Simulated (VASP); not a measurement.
Here is a VASP 6.6.1 calculation.

Contents of POSCAR:

```
KCl
1.0
    0.0000000000      3.1447610994      3.1447610994
    3.1447610994      0.0000000000      3.1447610994
    3.1447610994      3.1447610994      0.0000000000
K Cl
1 1
Direct
    0.0000000000      0.0000000000      0.0000000000
    0.5000000000      0.5000000000      0.5000000000
```

INCAR.step1

```
SYSTEM = KCl
  PREC = Accurate
  ENCUT = 520
  ISMEAR = -1
  SIGMA = 0.02
  LREAL = .FALSE.
  LASPH = .TRUE.
  NELM = 100
  NBANDS = 15
  GGA = PE
  ALGO = Normal
  EDIFF = 1E-4
  LWAVE = .TRUE.
  LCHARG = .FALSE.
```

INCAR.step2

```
SYSTEM = KCl
  PREC = Accurate
  ENCUT = 520
  EDIFF = 1E-6
  ISMEAR = -1
  SIGMA = 0.02
  LREAL = .FALSE.
  LASPH = .TRUE.
  NELM = 100
  ALGO = Normal
  ISIF = 2
  LWAVE = .FALSE.
  LCHARG = .FALSE.
  METAGGA = R2SCAN
  LMIXTAU = .TRUE.
  NBANDS = 15
  ISTART = 1
```

KPOINTS

```
Automatic mesh
0
G
  6 6 6
  0 0 0
```

Potentials or basis: VASP PAW PBE potentials, release 64 (K_sv, Cl).

Command:

```sh
$ cat potpaw_PBE.64/K_sv/POTCAR potpaw_PBE.64/Cl/POTCAR > POTCAR
$ cp INCAR.step1 INCAR
$ mpirun -np 1 vasp_std > vasp.out
$ cp INCAR.step2 INCAR
$ mpirun -np 1 vasp_std > vasp.out
```

Predict the pressure.

0.0 GPa.

Predict the band gap on the k mesh.

5.84 eV.

Caveat: the PAW data sets were made with another functional, which shifts forces and pressure a little.
